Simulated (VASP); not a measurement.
Here is a VASP 6.6.1 calculation.

File INCAR:

```
SYSTEM = FePt
PREC     = Accurate       ! precision mode
ENCUT    = 520            ! plane-wave cutoff, eV
EDIFF    = 1E-6           ! SCF threshold, eV
ISMEAR   = 0              ! smearing method
SIGMA    = 0.1            ! smearing width, eV
LREAL    = .False.        ! projectors in reciprocal space
LASPH    = .True.         ! aspherical terms in the spheres
NELM     = 150            ! most SCF steps
ALGO     = Fast           ! electronic algorithm
ISIF     = 2              ! what is computed and relaxed
LWAVE    = .False.        ! write WAVECAR
LCHARG   = .False.        ! write CHGCAR
ISPIN    = 2              ! spin polarisation
MAGMOM   = 4 4 0 0        ! initial moments
LORBIT   = 11             ! projections on sites
LMAXMIX  = 4              ! l up to which the mixer works
GGA      = PE             ! functional
NBANDS   = 30             ! bands
```

KPOINTS

```
Automatic mesh
0
Gamma
  6 6 4
  0 0 0
```

The input POSCAR:

```
FePt
1.0
    4.1723786216     -0.0000000033      0.0000000000
   -2.0861893080      3.6133858822      0.0000000000
    0.0000000000      0.0000000000      4.4934983440
Fe Pt
2 2
Direct
    0.0000000000      0.0000000000      0.2500000000
    0.0000000000      0.0000000000      0.7500000000
    0.3333333333      0.6666666667      0.7500000000
    0.6666666667      0.3333333333      0.2500000000
```

Potentials or basis: VASP PAW PBE potentials, release 64 (Fe, Pt).

Run with:

```console
$ cat potpaw_PBE.64/Fe/POTCAR potpaw_PBE.64/Pt/POTCAR > POTCAR
$ mpirun -np 1 vasp_std > vasp.out
```

Problem. What does it give for the net moment?

Solution. 6.63 μB per cell.

Problem. What does it give for the site moments?

Solution. Fe +2.81; Pt +0.44 μB.

Stress tensor (GPa, compression positive):
```
-0.31  0.00  0.00
 0.00 -0.31  0.00
 0.00  0.00 -0.47
```
